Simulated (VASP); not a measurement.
# Al15CdN15 (a cell with a defect) in VASP: further runs

The runs below take Al15CdN15 (a cell with a defect) through single point, with PBE, HSE06.

All numbers are computed with VASP 6.6.1; they aren't measurements. Logs are shortened: lines on timing, memory, paths and dates and some standing lists are left out, and cuts for length are marked.

### 1 The cell of the first run

The cell holds a defect, 31 atoms: a = 6.260 Å, b = 6.260 Å, c = 10.035 Å, α = 90.00°, β = 90.00°, γ = 120.00°.

### 2 Single point, PBE

INCAR

```
SYSTEM = Al15CdN15
PREC = Accurate ; ENCUT = 520
EDIFF = 1E-6 ; ISMEAR = 0
SIGMA = 0.01 ; LREAL = Auto
LASPH = .True. ; NELM = 120
ALGO = Normal ; ISIF = 2
LWAVE = .False. ; LCHARG = .False.
GGA = PE ; NELECT = 130.0
NBANDS = 87 ; GGA_COMPAT = .False.
ISYM = -1
```

KPOINTS

```
explicit points
1
Reciprocal
  0.25000000   0.25000000   0.25000000 1
```

POSCAR

```
Al15CdN15
1.0
    6.2595139128      0.0000000578      0.0000000000
   -3.1297570064      5.4208980350      0.0000000000
    0.0000000000      0.0000000000     10.0348065929
Al Cd N
15 1 15
Direct
    0.3322701658      0.1690879008      0.1877054376
    0.3375370930      0.1634744910      0.7613720192
    0.1616873844      0.3403317070      0.9952248257
    0.3370462938      0.6758561097      0.2465099085
    0.1457532093      0.7878454381      0.5122406184
    0.3403966755      0.6660002378      0.7542303886
    0.1588904063      0.8223349664      0.9980035645
    0.8256120905      0.1644387985      0.2464487021
    0.7145827530      0.3562243754      0.5123477938
    0.8355096716      0.1608298112      0.7543587980
    0.6794388893      0.3429192881      0.9982859128
    0.8308170009      0.6703959257      0.2484808663
    0.6636745088      0.8383325506      0.5037357515
    0.8315862359      0.6700301001      0.7534678168
    0.6667416926      0.8348172623      1.0014046626
    0.1823510913      0.3201539436      0.4937827418
    0.1638500534      0.3377153594      0.1910192760
    0.3339313180      0.1679221198      0.9551399409
    0.1743222719      0.3266585316      0.7092600395
    0.3494455493      0.7042933478      0.4324971345
    0.1612206678      0.8297301456      0.1892245473
    0.3342166779      0.6719068116      0.9412954804
    0.1707002158      0.8324968557      0.6933396778
    0.7978507707      0.1524171951      0.4324463366
    0.6713782986      0.3398837312      0.1893210255
    0.8297962685      0.1676477093      0.9414976635
    0.6685805242      0.3305008453      0.6934170025
    0.8305718238      0.6708296133      0.4416264885
    0.6678740324      0.8334752469      0.1885110438
    0.8311145465      0.6705247195      0.9392802296
    0.6690080853      0.8323303106      0.6910662243
```

Potentials or basis: VASP PAW PBE potentials, release 64 (Al, Cd, N).

On the command line:

```sh
cat potpaw_PBE.64/Al/POTCAR potpaw_PBE.64/Cd/POTCAR potpaw_PBE.64/N/POTCAR > POTCAR
mpirun -np 1 vasp_std > vasp.out
```

OUTCAR:

```text
SYSTEM = Al15CdN15
   PREC = Accurate
   ENCUT = 520
   EDIFF = 1E-6
   ISMEAR = 0
   LREAL = Auto
   LASPH = .True.
   NELM = 120
   ISIF = 2
   GGA = PE
   NELECT = 130.0
   ISYM = -1

 ion  position               nearest neighbor table
   1  0.332  0.169  0.188-  17 1.83  25 1.84  21 1.84  18 2.33  11 2.67   7 2.68   3 2.68   4 3.16
                             8 3.16  12 3.19  12 3.19   8 3.21   4 3.21  16 3.48
   2  0.338  0.163  0.761-  19 1.85  23 1.92  27 1.92  18 1.94   7 3.01  11 3.01   3 3.03   6 3.12
                            10 3.13  14 3.13  14 3.13  10 3.13   6 3.14  16 3.17   5 3.22   9 3.23
   3  0.162  0.340  0.995-  22 1.88  26 1.88  18 1.91  17 1.96   1 2.68   6 3.00  10 3.00   7 3.03
                            11 3.03   2 3.03   4 3.11   8 3.11  15 3.13  15 3.13  11 3.23   7 3.23
   4  0.337  0.676  0.247-  20 1.87  21 1.88  29 1.89  17 1.92  15 3.04   7 3.05   8 3.06  12 3.11
                             3 3.11  13 3.13   5 3.14  16 3.15  12 3.15   1 3.16   8 3.20   1 3.21
   5  0.146  0.788  0.512-  20 1.79  23 1.83  28 1.87   9 2.70  14 2.97   6 2.98  16 3.05  13 3.10
                             4 3.14  12 3.16  13 3.19   2 3.22  16 3.23
   6  0.340  0.666  0.754-  22 1.88  31 1.89  19 1.89  23 1.92   5 2.98   3 3.00  15 3.05   7 3.06
                            14 3.06  13 3.06  10 3.10   2 3.12   2 3.14  10 3.16  14 3.20  16 3.22
   7  0.159  0.822  0.998-  22 1.86  30 1.87  21 1.92  18 1.92   1 2.68  11 3.00   2 3.01   3 3.03
                            14 3.03   4 3.05   6 3.06  12 3.08  15 3.12  15 3.14   3 3.23  11 3.26
   8  0.826  0.164  0.246-  24 1.87  25 1.88  29 1.89  17 1.92  15 3.04  11 3.05   4 3.06  12 3.11
                             3 3.11  13 3.13   9 3.14  16 3.15  12 3.15   1 3.16   4 3.20   1 3.21
   9  0.715  0.356  0.512-  24 1.79  27 1.83  28 1.87   5 2.70  14 2.97  10 2.98  16 3.05  13 3.10
                             8 3.14  12 3.16  13 3.19   2 3.23  16 3.23
  10  0.836  0.161  0.754-  26 1.88  31 1.89  19 1.89  27 1.92   9 2.98   3 3.00  15 3.04  11 3.06
                            14 3.06  13 3.06   6 3.10   2 3.13   2 3.13   6 3.16  14 3.20  16 3.22
  11  0.679  0.343  0.998-  26 1.86  30 1.87  25 1.92  18 1.92   1 2.67   7 3.00   2 3.01   3 3.03
                            14 3.03   8 3.05  10 3.06  12 3.08  15 3.12  15 3.14   3 3.23   7 3.26
  12  0.831  0.670  0.248-  29 1.87  21 1.89  25 1.89  28 1.94  15 3.05  11 3.08   7 3.08   4 3.11
                             8 3.11  13 3.14   8 3.15   4 3.15   9 3.16   5 3.16   1 3.19   1 3.19
  13  0.664  0.838  0.504-  24 1.85  20 1.85  31 1.88  28 1.92  10 3.06   6 3.06   9 3.10   5 3.10
                            14 3.10   8 3.13   4 3.13  16 3.14  16 3.14  12 3.14   5 3.19   9 3.19
  14  0.832  0.670  0.753-  30 1.86  31 1.87  23 1.94  27 1.94   9 2.97   5 2.97   7 3.03  11 3.03
                            10 3.06   6 3.06  15 3.06  13 3.10   2 3.13   2 3.13   6 3.20  10 3.20
  15  0.667  0.835  0.001-  29 1.88  30 1.89  22 1.90  26 1.90   8 3.04   4 3.04  10 3.04   6 3.05
                            12 3.05  14 3.06  11 3.12   7 3.12   3 3.13   3 3.13   7 3.14  11 3.14
  16  0.182  0.320  0.494-  19 2.16  20 2.18  24 2.18   9 3.05   5 3.05  13 3.14  13 3.14   4 3.15
                             8 3.15   2 3.17   6 3.22  10 3.22   5 3.23   9 3.23   1 3.48
  17  0.164  0.338  0.191-   1 1.83   4 1.92   8 1.92   3 1.96
  18  0.334  0.168  0.955-   3 1.91   7 1.92  11 1.92   2 1.94   1 2.33
  19  0.174  0.327  0.709-   2 1.85  10 1.89   6 1.89  16 2.16
  20  0.349  0.704  0.432-   5 1.79  13 1.85   4 1.87  16 2.18
  21  0.161  0.830  0.189-   1 1.84   4 1.88  12 1.89   7 1.92
  22  0.334  0.672  0.941-   7 1.86   3 1.88   6 1.88  15 1.90
  23  0.171  0.832  0.693-   5 1.83   2 1.92   6 1.92  14 1.94
  24  0.798  0.152  0.432-   9 1.79  13 1.85   8 1.87  16 2.18
  25  0.671  0.340  0.189-   1 1.84   8 1.88  12 1.89  11 1.92
  26  0.830  0.168  0.941-  11 1.86   3 1.88  10 1.88  15 1.90
  27  0.669  0.331  0.693-   9 1.83   2 1.92  10 1.92  14 1.94
  28  0.831  0.671  0.442-   9 1.87   5 1.87  13 1.92  12 1.94
  29  0.668  0.833  0.189-  12 1.87  15 1.88   4 1.89   8 1.89
  30  0.831  0.671  0.939-  14 1.86   7 1.87  11 1.87  15 1.89
  31  0.669  0.832  0.691-  14 1.87  13 1.88  10 1.89   6 1.89

IMPORTANT INFORMATION: All symmetrisations will be switched off!
NOSYMM: (Re-)initialisation of all symmetry stuff for point group C_1.

----------------------------------------------------------------------------------------

                                     Primitive cell

  volume of cell :     340.5029

  direct lattice vectors                    reciprocal lattice vectors
     6.259513913  0.000000058  0.000000000     0.159756813  0.092235641  0.000000000
    -3.129757006  5.420898035  0.000000000    -0.000000002  0.184471279  0.000000000
     0.000000000  0.000000000 10.034806593     0.000000000  0.000000000  0.099653141

  length of vectors
     6.259513913  6.259513913 10.034806593     0.184471279  0.184471279  0.099653141

  position of ions in fractional coordinates (direct lattice)
     0.332270166  0.169087901  0.187705438
     0.337537093  0.163474491  0.761372019
     0.161687384  0.340331707  0.995224826
     0.337046294  0.675856110  0.246509909
     0.145753209  0.787845438  0.512240618
     0.340396676  0.666000238  0.754230389
[... 23 lines left out ...]
     0.831114546  0.670524720  0.939280230
     0.669008085  0.832330311  0.691066224

  ion indices of the primitive-cell ions
   primitive index   ion index
                 1           1
                 2           2
                 3           3
                 4           4
                 5           5
                 6           6
[... 23 lines left out ...]
                30          30
                31          31

----------------------------------------------------------------------------------------

 KPOINTS: explicit points

Read explicit list of k-points.

 Found      1 k-points:

 Following reciprocal coordinates:
            Coordinates               Weight
  0.250000  0.250000  0.250000      1.000000
   k-points           NKPTS =      1   k-points in BZ     NKDIM =      1   number of bands    NBANDS=     87
   number of dos      NEDOS =    301   number of ions     NIONS =     31
   total plane-waves  NPLWV = 184320
   dimension x,y,z NGX =    48 NGY =   48 NGZ =   80
   dimension x,y,z NGXF=    96 NGYF=   96 NGZF=  160
   ions per type =              15   1  15
   NGX,Y,Z   is equivalent  to a cutoff of  12.75, 12.75, 13.25 a.u.
   NGXF,Y,Z  is equivalent  to a cutoff of  25.50, 25.50, 26.51 a.u.
 SYSTEM =  Al15CdN15
   PREC   = accura    normal or accurate (medium, high low for compatibility)
   ISTART =      0    job   : 0-new  1-cont  2-samecut
   ICHARG =      2    charge: 1-file 2-atom 10-const
   ISPIN  =      1    spin polarized calculation?
   LNONCOLLINEAR =      F non collinear calculations
   LSORBIT =      F    spin-orbit coupling
   LASPH  =      T    aspherical Exc in radial PAW
   ENCUT  =  520.0 eV  38.22 Ry    6.18 a.u.  11.64 11.64 18.66*2*pi/ulx,y,z
   NELM   =    120;   NELMIN=  2; NELMDL= -5     # of ELM steps
   EDIFF  = 0.1E-05   stopping-criterion for ELM
   LREAL  =      T    real-space projection
   EDIFFG = 0.1E-04   stopping-criterion for IOM
   NSW    =      0    number of steps for IOM
   IBRION =     -1    ionic relax: 0-MD 1-quasi-New 2-CG
   NFREE  =      0    steps in history (QN), initial steepest desc. (CG)
   ISIF   =      2    stress and relaxation
   ISYM   =     -1    0-nonsym 1-usesym 2-fastsym
   POTIM  = 0.5000    time-step for ionic-motion
   TEBEG  =    0.0;   TEEND  =   0.0 temperature during run
   PSTRESS=    0.0 pullay stress
   NELECT =     130.0000    total number of electrons
   NUPDOWN=      -1.0000    fix difference up-down
   EMIN   =  10.00;   EMAX   =-10.00  energy-range for DOS
   EFERMI =   0.00;   METHOD = LEGACY
   ISMEAR =     0;   SIGMA  =   0.01  broadening in eV -4-tet -1-fermi 0-gaus
   EFERMI_NEDOS =   21; number of points for ismear=-14 and -15
   IALGO  =     38    algorithm
   IMIX   =      4    mixing-type and parameters
     AMIX     =   0.40;   BMIX     =  1.00
     AMIX_MAG =   1.60;   BMIX_MAG =  1.00
  volume/ion in A,a.u.               =      10.98        74.12
  Fermi-wavevector in a.u.,A,eV,Ry     =   1.187633  2.244301 19.190645  1.410473
  Thomas-Fermi vector in A             =   2.323780
   LORBIT       =      0    0 simple, 1 ext, 2 COOP (PROOUT), +10 PAW based schemes
   GGA     = PE    functional components
   LHFCALC =     F    Hartree Fock is set to
   AEXX    =    0.0000 exact exchange contribution
   IVDW    =     0    specifies the selected vdW correction
   LEPSILON=     F    determine dielectric tensor
   LRPA    =     F    only Hartree local field effects (RPA)
 non-spin polarized calculation
 Gauss-broadening in eV      SIGMA  =   0.01
  energy-cutoff  :      520.00
  volume of cell :      340.50
 maximum number of plane-waves:      9148
 NGX is ok and might be reduce to    48
   NGX = 23   NGY = 23   NGZ = 37

 number of electron     130.0000001 magnetization

 Free energy of the ion-electron system (eV)
  ---------------------------------------------------
  ext. energy  EPLUGINS =         0.00000000
  ---------------------------------------------------
  free energy    TOTEN  =      -235.60055926 eV

  energy without entropy =     -235.60055926  energy(sigma->0) =     -235.60055926

 E-fermi :   5.6697     XC(G=0): -10.7296

 val. band max:        5.6140955143   @ k =   0.2500   0.2500   0.2500
 cond. band min:       7.0538941145   @ k =   0.2500   0.2500   0.2500
 fundamental gap:      1.4397986003
 Fermi energy:         5.6697207477

 k-point     1 :       0.2500    0.2500    0.2500
  band No.  band energies     occupation
      1      -8.8913      2.00000
      2      -8.5830      2.00000
      3      -8.3054      2.00000
      4      -8.1391      2.00000
      5      -8.0155      2.00000
      6      -7.8711      2.00000
[... 69 lines left out ...]
     76      12.4022      0.00000
     77      12.5785      0.00000
 [bands above 77 left out]

------------------------ aborting loop because EDIFF is reached ----------------------------------------

  FORCE on cell =-STRESS in cart. coord.  units (eV):
  Direction    XX          YY          ZZ          XY          YZ          ZX
  --------------------------------------------------------------------------------------
  -------------------------------------------------------------------------------------
  Total       -6.9767476    -12.5396166     -3.6721294     -4.7849534     -1.3208606      2.1773452
  in kB      -32.8278723    -59.0029853    -17.2785665    -22.5147660     -6.2150800     10.2451193
  external PRESSURE =     -36.3698080 kB  Pullay stress =       0.0000000 kB

 VOLUME and BASIS-vectors are now :
 -----------------------------------------------------------------------------
  energy-cutoff  :      520.00
  volume of cell :      340.50
      direct lattice vectors                 reciprocal lattice vectors
     6.259513913  0.000000058  0.000000000     0.159756813  0.092235641  0.000000000
    -3.129757006  5.420898035  0.000000000    -0.000000002  0.184471279  0.000000000
     0.000000000  0.000000000 10.034806593     0.000000000  0.000000000  0.099653141

 POSITION                                       TOTAL-FORCE (eV/Angst)
 -----------------------------------------------------------------------------------
      1.55065      0.91661      1.88359         0.005129     -0.000465     -0.012195
      1.60118      0.88618      7.64022         0.004439     -0.003336     -0.000253
     -0.05307      1.84490      9.98689        -0.002850     -0.001471     -0.000437
     -0.00552      3.66375      2.47368        -0.001246      0.002286      0.000284
     -1.55342      4.27083      5.14024         0.003362     -0.000446      0.010785
      0.04630      3.61032      7.56856        -0.001805     -0.004027      0.009436
[... 23 lines left out ...]
      3.10379      3.63485      9.42550         0.002174     -0.000593     -0.005985
      1.58267      4.51198      6.93472         0.004113     -0.001553     -0.001286
 -----------------------------------------------------------------------------------
    total drift:                               -0.006758      0.001061     -0.001961

  FREE ENERGIE OF THE ION-ELECTRON SYSTEM (eV)
  ---------------------------------------------------
  free  energy   TOTEN  =      -235.6005592607 eV

  energy  without entropy=     -235.6005592607  energy(sigma->0) =     -235.60055926
```

Wall time 80 s (1 thread of Intel Xeon Platinum 8488C (Sapphire Rapids), shared host); peak memory 0.42 GiB.

What came out:

```yaml
Free_energy: -235.6006 eV
Largest_force: 0.101 eV/Å
```

Forces on the atoms (eV/Å):
```
Al   0.005  0.000 -0.012
Al   0.004 -0.003  0.000
Al  -0.003 -0.001  0.000
Al  -0.001  0.002  0.000
Al   0.003  0.000  0.011
Al  -0.002 -0.004  0.009
Al   0.002  0.001  0.000
Al  -0.003  0.005  0.000
Al   0.002 -0.002  0.013
Al   0.003  0.001  0.009
Al  -0.001 -0.005  0.003
Al   0.003 -0.003  0.001
Al  -0.001  0.002 -0.008
Al   0.002 -0.002  0.003
Al  -0.004  0.002  0.002
Cd   0.068 -0.040 -0.029
N   -0.012  0.006  0.004
N   -0.001  0.001 -0.018
N    0.000  0.001  0.101
N   -0.003  0.089 -0.038
N   -0.003 -0.009  0.008
N    0.002 -0.003 -0.002
N   -0.001  0.000 -0.001
N   -0.076 -0.046 -0.041
N    0.007  0.004  0.004
N    0.004  0.001 -0.004
N   -0.001  0.005  0.002
N   -0.004  0.002 -0.011
N    0.004 -0.002  0.000
N    0.002 -0.001 -0.006
N    0.004 -0.002 -0.001
```

Caveat: the cell carries a net charge on a neutralising background, which shifts energy and pressure; the cell is charged against a uniform background, so pressure and absolute levels hang on convention.

[end of part 1 of 2]
